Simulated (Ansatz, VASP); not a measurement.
# One calculation of Ta, two programs

File POSCAR:

```
Ta
1.0
   -1.6533592789      1.6533592789      1.6533592789
    1.6533592789     -1.6533592789      1.6533592789
    1.6533592789      1.6533592789     -1.6533592789
Ta
1
Direct
    0.0000000000      0.0000000000      0.0000000000
```

Contents of INCAR.step1:

```
  ALGO = Normal
  EDIFF = 1E-4
  ENCUT = 520
  GGA = PE
  ISMEAR = 1
  LASPH = T
  LCHARG = F
  LREAL = F
  LWAVE = T
  NBANDS = 12
  NELM = 60
  PREC = Accurate
  SIGMA = 0.01
```

File INCAR.step2:

```
  ALGO = Normal
  EDIFF = 1E-6
  ENCUT = 520
  ISIF = 2
  ISMEAR = 1
  ISTART = 1
  LASPH = T
  LCHARG = T
  LELF = T
  LMIXTAU = T
  LREAL = F
  LVHAR = T
  LWAVE = F
  METAGGA = R2SCAN
  NBANDS = 12
  NELM = 60
  PREC = Accurate
  SIGMA = 0.01
```

KPOINTS

```
k-points
0
Gamma
  13 13 13
```

Input for Ansatz:

```yaml
crystal:
  lattice:
    - [-1.6533592789, 1.6533592789, 1.6533592789]
    - [1.6533592789, -1.6533592789, 1.6533592789]
    - [1.6533592789, 1.6533592789, -1.6533592789]
  atoms:
    - { symbol: Ta, position: [0.0, 0.0, 0.0] }
hamiltonian:
  xc: r2scan
  pseudopotentials:
    kind: paw
    azcp:
      Ta: "pseudopotentials/Ta.paw.azcp"
basis:
  ecutwfc: 500
  fft_grid_basis: typed
kpoints:
  mp_grid: { grid: [13, 13, 13], shift: [0, 0, 0] }
magnetization:
  spin_polarized: false
scf:
  occupations: { method: methfessel_paxton, width: 0.01 }
  lower_state_search: "off"
output:
  stress: true
  write_density: true
  write_potential: true
  elf: true
  volumetric_format: npy
```

Alike in both runs: task single point; functional r2SCAN; k mesh 13 × 13 × 13; occupations methfessel-paxton of order 1, width 0.01 eV; no spin polarisation.

|  | VASP | Ansatz |
| --- | --- | --- |
| version | VASP 6.6.1 | Ansatz 0.2.0 |
| potentials or method | VASP PAW PBE potentials, release 64 (Ta_pv), cutoff 520 eV | plane waves (500 eV) with PAW, scalar-relativistic |
| valence electrons in the cell | 11 | 13 |

```csv
,VASP,Ansatz,Ansatz less VASP
pressure (GPa),0.6,-0.1,-0.65
```

VASP's potentials were made for PBE, not for r2SCAN. The functional is the same, so the differences come from potentials, cutoffs and numerics. VASP's potentials hold 11 valence electrons a cell and Ansatz's 13, so a difference there can come from the potentials and not from the codes.

Neither program's run includes spin-orbit coupling.
